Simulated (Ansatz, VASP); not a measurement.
Two plane-wave programs on TiCo3

File POSCAR:

```
TiCo3
1.0
    3.5509641773      0.0000000000      0.0000000000
    0.0000000000      3.5509641773      0.0000000000
    0.0000000000      0.0000000000      3.5509641773
Ti Co
1 3
Direct
    0.0000000000      0.0000000000      0.0000000000
    0.0000000000      0.5000000000      0.5000000000
    0.5000000000      0.0000000000      0.5000000000
    0.5000000000      0.5000000000      0.0000000000
```

File INCAR.step1:

```
SYSTEM = TiCo3
  PREC = Accurate
  ENCUT = 520
  ISMEAR = 0
  SIGMA = 0.1
  LREAL = .False.
  LASPH = .True.
  NELM = 150
  ISPIN = 2
  MAGMOM = -0.7 1.46 1.46 1.46
  LMAXMIX = 4
  NBANDS = 32
  GGA = PE
  ALGO = Normal
  EDIFF = 1E-4
  LWAVE = .True.
  LCHARG = .False.
```

Contents of INCAR.step2:

```
SYSTEM = TiCo3
  PREC = Accurate
  ENCUT = 520
  EDIFF = 1E-6
  ISMEAR = 0
  SIGMA = 0.1
  LREAL = .False.
  LASPH = .True.
  NELM = 150
  ALGO = Normal
  ISIF = 2
  LWAVE = .False.
  LCHARG = .False.
  ISPIN = 2
  MAGMOM = -0.7 1.46 1.46 1.46
  LORBIT = 11
  LMAXMIX = 4
  METAGGA = R2SCAN
  LMIXTAU = .True.
  NBANDS = 32
  ISTART = 1
```

The input KPOINTS:

```
regular mesh
0
Gamma
  12 12 12
  0 0 0
```

Input for Ansatz:

```yaml
crystal:
  lattice:
    - [3.5509641773, 0.0, 0.0]
    - [0.0, 3.5509641773, 0.0]
    - [0.0, 0.0, 3.5509641773]
  atoms:
    - { symbol: Ti, position: [0.0, 0.0, 0.0], spin: -0.7 }
    - { symbol: Co, position: [0.0, 0.5, 0.5], spin: 1.46 }
    - { symbol: Co, position: [0.5, 0.0, 0.5], spin: 1.46 }
    - { symbol: Co, position: [0.5, 0.5, 0.0], spin: 1.46 }
basis:
  ecutwfc: 500
kpoints:
  mp_grid: { grid: [12, 12, 12] }
hamiltonian:
  xc: r2scan
scf:
  occupations: { method: gaussian, width: 0.1 }
output:
  forces: true
  stress: true
  eigenvalues: true
  populations: true
magnetization:
  spin_polarized: true
```

Alike in both runs: task single point; functional r2SCAN; k mesh 12 × 12 × 12; occupations gaussian, width 0.1 eV; collinear spin.

|  | VASP | Ansatz |
| --- | --- | --- |
| version | VASP 6.6.1 | Ansatz 0.2.0 |
| potentials or method | VASP PAW PBE potentials, release 64 (Ti_sv, Co), cutoff 520 eV | scalar-relativistic, plane waves, PAW |
| valence electrons in the cell | 39 | 63 |

VASP gave:

* gap on the k mesh at the Fermi level (eV): none
* pressure (GPa): -1.6
* net moment per atom (μB): 0.00
* size of the moment on the site where the two differ most (μB): 0.00

**Question.** What did Ansatz give for the same quantities?

**Answer.** gap on the k mesh at the Fermi level (eV): none; pressure (GPa): 6.6; net moment per atom (μB): 0.71; size of the moment on the site where the two differ most (μB): 1.30.

The net moments are unlike, so the other rows may belong to different states. VASP's potentials were made for PBE, not for r2SCAN. Site moments also hang on the region over which each program counts them. A gap of «none» marks a metal or a gap that the smearing closes. VASP's potentials hold 39 valence electrons a cell and Ansatz's 63, so a difference there can come from the potentials and not from the codes. Ansatz's warnings: stability check not made.
